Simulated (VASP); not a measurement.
Write the native input for VASP 6.6.1 that does the following.

- Task: single point
- Functional: LDA
- Potentials or basis: VASP PAW LDA potentials, release 64 (C)
- Cutoff: 520 eV
- k mesh: 12 × 12 × 2
- Occupations: gaussian, width 0.1 eV
- Spin: no spin polarisation
- Dipole correction: no
- Further INCAR settings: ALGO = Normal; EDIFF = 1e-07; NBANDS = 11

The structure of C lies in POSCAR:

```
C
1.0
    2.4561701622      0.0000000000      0.0000000000
   -1.2280850811      2.1271057565      0.0000000000
    0.0000000000      0.0000000000      8.5238033600
C
2
Direct
    0.3333333300      0.6666666700      0.0000000000
    0.6666666700      0.3333333300      0.0000000000
```

The input as run:

INCAR

```
ALGO = Normal
EDIFF = 1E-7
ENCUT = 520
GGA = CA
ISIF = 2
ISMEAR = 0
LASPH = T
LCHARG = F
LREAL = F
LWAVE = F
NBANDS = 11
NELM = 80
PREC = Accurate
SIGMA = 0.1
```

KPOINTS

```
k-points
0
Gamma
  12 12 2
```

Potentials or basis: VASP PAW LDA potentials, release 64 (C).

Launch:

```console
$ cat potpaw_LDA.64/C/POTCAR > POTCAR
$ mpirun -np 1 vasp_std > vasp.out
```

It gave:

| Quantity | Value |
| --- | --- |
| Band gap on the k mesh | zero (filled and empty bands touch) |

Caveat: the k points lie up to 0.37 Å⁻¹ apart.

It took 12 s on 1 thread of Intel Xeon 6975P-C, with other jobs on the host, peak memory 0.14 GiB.
